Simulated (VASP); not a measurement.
# Tl (Im-3m) in VASP: single point with r2SCAN0

Aim: the single point of Tl with r2SCAN0.

Program: VASP 6.6.1. These are calculated values, not measurements. Logs are shortened: lines on timing, memory, paths and dates and some standing lists are left out, and cuts for length are marked.

**1. The cell of the first run**

It takes space group Im-3m (No. 229, cubic). Conventional cell: a = 3.919 Å, b = 3.919 Å, c = 3.919 Å, α = 90.00°, β = 90.00°, γ = 90.00°. Within 4.5 Å of Tl (site symmetry m-3m) lie 14 Tl at 3.39 to 3.92 Å.

This isn't the form of Tl at room conditions, which is hcp.

**2. Single point, r2SCAN0**

The input, POSCAR:

```
Tl
1.0
   -1.9595672377      1.9595672377      1.9595672377
    1.9595672377     -1.9595672377      1.9595672377
    1.9595672377      1.9595672377     -1.9595672377
Tl
1
Direct
    0.0000000000      0.0000000000      0.0000000000
```

The input, INCAR.step1:

```
PREC = Accurate
ENCUT = 520
EDIFF = 1E-5
ISMEAR = -1
SIGMA = 0.1
LREAL = False
LASPH = True
NELM = 100
ALGO = Normal
ISIF = 2
LWAVE = True
NBANDS = 12
GGA = PE
```

The input, INCAR.step2:

```
PREC = Accurate
ENCUT = 520
EDIFF = 1E-6
ISMEAR = -1
SIGMA = 0.1
LREAL = False
LASPH = True
NELM = 100
ALGO = Normal
ISIF = 2
LWAVE = False
LCHARG = True
METAGGA = R2SCAN
LHFCALC = True
AEXX = 0.25
LMIXTAU = True
PRECFOCK = Normal
LELF = True
LVHAR = True
NBANDS = 12
ISTART = 1
```

The input, KPOINTS:

```
regular mesh
0
Gamma
  6 6 6
```

Potentials or basis: VASP PAW PBE potentials, release 64 (Tl_d).

Command:

```
$ cat potpaw_PBE.64/Tl_d/POTCAR > POTCAR
$ cp INCAR.step1 INCAR
$ mpirun -np 1 vasp_std > vasp.out
$ cp INCAR.step2 INCAR
$ mpirun -np 1 vasp_std > vasp.out
```

OUTCAR:

```text
PREC = Accurate
   ENCUT = 520
   EDIFF = 1E-6
   ISMEAR = -1
   LREAL = False
   LASPH = True
   NELM = 100
   ISIF = 2
   METAGGA = R2SCAN
   LHFCALC = True
   AEXX = 0.25
   PRECFOCK = Normal
   ISTART = 1

 ion  position               nearest neighbor table
   1  0.000  0.000  0.000-

  LATTYP: Found a body centered cubic cell.
 ALAT       =     3.9191344754

  Lattice vectors:

 A1 = (  -1.9595672377,   1.9595672377,   1.9595672377)
 A2 = (   1.9595672377,  -1.9595672377,   1.9595672377)
 A3 = (   1.9595672377,   1.9595672377,  -1.9595672377)

Analysis of symmetry for initial positions (statically):
=====================================================================
 Subroutine PRICEL returns:
 Original cell was already a primitive cell.

 Routine SETGRP: Setting up the symmetry group for a
 body centered cubic supercell.

 Subroutine GETGRP returns: Found 48 space group operations
 (whereof 48 operations were pure point group operations)
 out of a pool of 48 trial point group operations.

The static configuration has the point symmetry O_h .

Analysis of symmetry for dynamics (positions and initial velocities):
=====================================================================
 Subroutine PRICEL returns:
 Original cell was already a primitive cell.

 Routine SETGRP: Setting up the symmetry group for a
 body centered cubic supercell.

 Subroutine GETGRP returns: Found 48 space group operations
 (whereof 48 operations were pure point group operations)
 out of a pool of 48 trial point group operations.

The dynamic configuration has the point symmetry O_h .

 Subroutine INISYM returns: Found 48 space group operations
 (whereof 48 operations are pure point group operations),
 and found     1 'primitive' translations

----------------------------------------------------------------------------------------

                                     Primitive cell

  volume of cell :      30.0982

  direct lattice vectors                    reciprocal lattice vectors
    -1.959567238  1.959567238  1.959567238     0.000000000  0.255158379  0.255158379
     1.959567238 -1.959567238  1.959567238     0.255158379  0.000000000  0.255158379
     1.959567238  1.959567238 -1.959567238     0.255158379  0.255158379  0.000000000

  length of vectors
[... 83 lines left out ...]
   NUPDOWN=      -1.0000    fix difference up-down
   EMIN   =  10.00;   EMAX   =-10.00  energy-range for DOS
   EFERMI =   0.00;   METHOD = LEGACY
   ISMEAR =    -1;   SIGMA  =   0.10  broadening in eV -4-tet -1-fermi 0-gaus
   EFERMI_NEDOS =   21; number of points for ismear=-14 and -15
   IALGO  =     38    algorithm
   IMIX   =      1    mixing-type and parameters
     AMIX     =   0.40;   BMIX     =  1.00
     AMIX_MAG =   1.60;   BMIX_MAG =  1.00
  volume/ion in A,a.u.               =      30.10       203.11
  Fermi-wavevector in a.u.,A,eV,Ry     =   1.237492  2.338521 20.835782  1.531387
  Thomas-Fermi vector in A             =   2.372057
   LORBIT       =      0    0 simple, 1 ext, 2 COOP (PROOUT), +10 PAW based schemes
   METAGGA = R2SCAN    functional components
   LHFCALC =     T    Hartree Fock is set to
   PRECFOCK=normal    Normal, Fast or Accurate (Low or Medium for compatibility)
   ENCUT4O =  -1.0   cutoff for four orbital integrals eV
   NKREDX  =     1    reduce k-point grid by
   NKREDY  =     1    reduce k-point grid by
   NKREDZ  =     1    reduce k-point grid by
   AEXX    =    0.2500 exact exchange contribution
   HFSCREEN=    0.0000 screening length (either q_TF or 0.3 A-1)
   HFSCREENC=   0.0000 screening length for correlation (either q_TF or 0.3 A-1)
   ENCUTFOCK=  -1.0 apply spherical cutoff to Coloumb kernel
   IVDW    =     0    specifies the selected vdW correction
   LEPSILON=     F    determine dielectric tensor
   LRPA    =     F    only Hartree local field effects (RPA)
 non-spin polarized calculation
  energy-cutoff  :      520.00
  volume of cell :       30.10
 maximum number of plane-waves:       856
 NGX is ok and might be reduce to    28
  NGX = 20; NGY = 20; NGZ = 20

 number of electron      13.0000004 magnetization

 Free energy of the ion-electron system (eV)
  ---------------------------------------------------
  ext. energy  EPLUGINS =         0.00000000
  ---------------------------------------------------
  free energy    TOTEN  =       -41.37243986 eV

  energy without entropy =      -41.35616319  energy(sigma->0) =      -41.36430153

 E-fermi :   5.7889     XC(G=0):  -8.2401

 val. band max:        5.7538484154   @ k =  -0.3333   0.5000   0.1667
 cond. band min:       6.2995195158   @ k =   0.5000   0.5000   0.3333
 fundamental gap:      0.5456711005
 Fermi energy:         5.7888539449

 k-point     1 :       0.0000    0.0000    0.0000
  band No.  band energies     occupation
      1      -8.1705      2.00000
      2      -8.1705      2.00000
      3      -8.1705      2.00000
      4      -7.7596      2.00000
      5      -7.7596      2.00000
      6      -5.6476      2.00000
      7      17.7591      0.00000
      8      17.7591      0.00000
      9      17.7591      0.00000
     10      19.7827      0.00000
     11      19.7827      0.00000
     12      19.7827      0.00000
[... 211 lines left out ...]
 k-point    16 :       0.5000    0.5000    0.5000
  band No.  band energies     occupation
      1      -8.3513      2.00000
      2      -8.3513      2.00000
      3      -7.5561      2.00000
      4      -7.5561      2.00000
      5      -7.5561      2.00000
      6       3.6040      2.00000
      7       8.0342      0.00000
      8       8.0342      0.00000
      9       8.0342      0.00000
     10      13.3911      0.00000
     11      13.3911      0.00000
     12      26.0365      0.00000

------------------------ aborting loop because EDIFF is reached ----------------------------------------

  FORCE on cell =-STRESS in cart. coord.  units (eV):
  Direction    XX          YY          ZZ          XY          YZ          ZX
  --------------------------------------------------------------------------------------
  -------------------------------------------------------------------------------------
  Total       -0.0885614     -0.0885614     -0.0885614     -0.0000000      0.0000000     -0.0000000
  in kB       -4.7142691     -4.7142691     -4.7142691     -0.0000000      0.0000000     -0.0000000
  external PRESSURE =      -4.7142691 kB  Pullay stress =       0.0000000 kB

 VOLUME and BASIS-vectors are now :
 -----------------------------------------------------------------------------
  energy-cutoff  :      520.00
  volume of cell :       30.10
      direct lattice vectors                 reciprocal lattice vectors
    -1.959567238  1.959567238  1.959567238     0.000000000  0.255158379  0.255158379
     1.959567238 -1.959567238  1.959567238     0.255158379  0.000000000  0.255158379
     1.959567238  1.959567238 -1.959567238     0.255158379  0.255158379  0.000000000

 POSITION                                       TOTAL-FORCE (eV/Angst)
 -----------------------------------------------------------------------------------
      0.00000      0.00000      0.00000         0.000000     -0.000000      0.000000
 -----------------------------------------------------------------------------------
    total drift:                               -0.000000     -0.000000     -0.000000

  FREE ENERGIE OF THE ION-ELECTRON SYSTEM (eV)
  ---------------------------------------------------
  free  energy   TOTEN  =       -41.3724398563 eV

  energy  without entropy=      -41.3561631945  energy(sigma->0) =      -41.36430153
```

Wall time 21 min (1 thread of Intel Xeon Platinum 8259CL at 2.50GHz (Skylake/Cascade Lake), shared host); peak memory 0.17 GiB.

Results:

- Free energy: -41.3724 eV
- Pressure: -0.5 GPa
- Band gap on the k mesh: zero (an odd number of electrons rules out a gap without spin polarisation)

Caveat: the k points lie up to 0.38 Å⁻¹ apart, too coarse for converged energies and pressures of a metal; the PAW data sets were made with another functional, which shifts forces and pressure a little; spin-orbit coupling is left out, which moves the levels of the heavy elements.

The gap in the log of VASP goes by the Fermi energy; the results here count the filled bands.